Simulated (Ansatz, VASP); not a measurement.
# One calculation of CuI, two programs

```xyz
4
Lattice="4.0902 0.0000 0.0000 0.0000 4.0902 0.0000 0.0000 0.0000 6.5515" Properties=species:S:1:pos:R:3 pbc="T T T"
I     0.0000    2.0451    4.8680
I     2.0451    0.0000    1.6835
Cu    0.0000    0.0000    0.0000
Cu    2.0451    2.0451    0.0000
```

Alike in both runs: task single point; functional PBE; k mesh 7 × 7 × 4; occupations fermi-dirac, width 0.05 eV; no spin polarisation.

```csv
,VASP,Ansatz
version,VASP 6.6.1,Ansatz 0.2.0
potentials or method,"VASP PAW PBE potentials, release 64 (I, Cu), cutoff 520 eV","all-electron LAPW, scalar-relativistic"
```

|  | VASP | Ansatz | Ansatz less VASP |
| --- | --- | --- | --- |
| gap on the k mesh at the Fermi level (eV) | 1.62 | 1.61 | -0.011 |
| least direct gap on the mesh (eV) | 1.62 | 1.61 | -0.011 |
| pressure (GPa) | 1.5 | 1.3 | -0.13 |
| traceless stress, the component that is largest in VASP (GPa) | 0.18 | 0.20 | +0.019 |
| rms of the force components (eV/Å) | 0.063 | 0.060 | -0.0029 |

Atom by atom the forces differ by 0.003 eV/Å (rms over components). Ansatz ran all-electron here, and VASP with PAW potentials.

Spin-orbit coupling is off throughout.
